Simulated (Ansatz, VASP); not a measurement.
RbHg in VASP and in Ansatz

INCAR

```
SYSTEM = RbHg
ALGO = Fast
EDIFF = 1E-6
EDIFFG = -0.01
ENCUT = 600
GGA = PE
IBRION = 2
ISIF = 3
ISMEAR = 0
LASPH = .TRUE.
LCHARG = .FALSE.
LREAL = .FALSE.
LWAVE = .FALSE.
NELM = 100
NSW = 100
PREC = Accurate
SIGMA = 0.1
```

The input KPOINTS:

```
k-points
0
G
  12 12 12
  0 0 0
```

File POSCAR:

```
RbHg
1.0
    4.9340592116      0.0000000000      0.0000000000
   -2.4670296058      4.2730206210      0.0000000000
    0.0000000000      0.0000000000      4.9249615085
Rb Hg
1 1
Direct
    0.6666666667      0.3333333333      0.5000000000
    0.3333333333      0.6666666667      0.0000000000
```

Input for Ansatz:

```yaml
crystal:
  lattice:
    - [4.9340592116, 0.0, 0.0]
    - [-2.4670296058, 4.273020621, 0.0]
    - [0.0, 0.0, 4.9249615085]
  atoms:
    - { symbol: Rb, position: [0.6666666667, 0.3333333333, 0.5] }
    - { symbol: Hg, position: [0.3333333333, 0.6666666667, 0.0] }
basis:
  ecutwfc: 420
kpoints:
  mp_grid: { grid: [12, 12, 12] }
hamiltonian:
  xc: pbe
scf:
  occupations: { method: gaussian, width: 0.1 }
output:
  forces: true
  stress: true
  eigenvalues: true
  write_density: true
  write_potential: true
  elf: true
  volumetric_format: npy
relax:
  adjacent_minimum: "off"
  f_tol: 0.01
  max_steps: 80
  cell: { stress_tol: 0.05 }
```

Change from the starting cell: species swapped into the IrOs type (P-6m2, No. 187).

Alike in both runs: task relaxation of cell and atoms; functional PBE; k mesh 12 × 12 × 12; occupations gaussian, width 0.1 eV; no spin polarisation.

|  | VASP | Ansatz |
| --- | --- | --- |
| version | VASP 6.6.1 | Ansatz 0.2.0 |
| potentials or method | VASP PAW PBE potentials, release 64 (Rb_sv, Hg), cutoff 600 eV | scalar-relativistic, plane waves, PAW |
| valence electrons in the cell | 21 | 29 |

VASP gave:

```
gap on the k mesh at the Fermi level, each at its own relaxed structure (eV) : none
relaxed volume (Å³/atom)                                                     : 52.34
relaxed cell length with the largest relative difference (Å)                 : 5.011
```

**Question.** What did Ansatz give for the same quantities?

**Answer.** gap on the k mesh at the Fermi level, each at its own relaxed structure (eV): none; relaxed volume (Å³/atom): 51.95; relaxed cell length with the largest relative difference (Å): 4.987.

A gap of «none» marks a metal or a gap that the smearing closes. VASP's potentials hold 21 valence electrons a cell and Ansatz's 29, so a difference there can come from the potentials and not from the codes.

Neither program's run includes spin-orbit coupling.
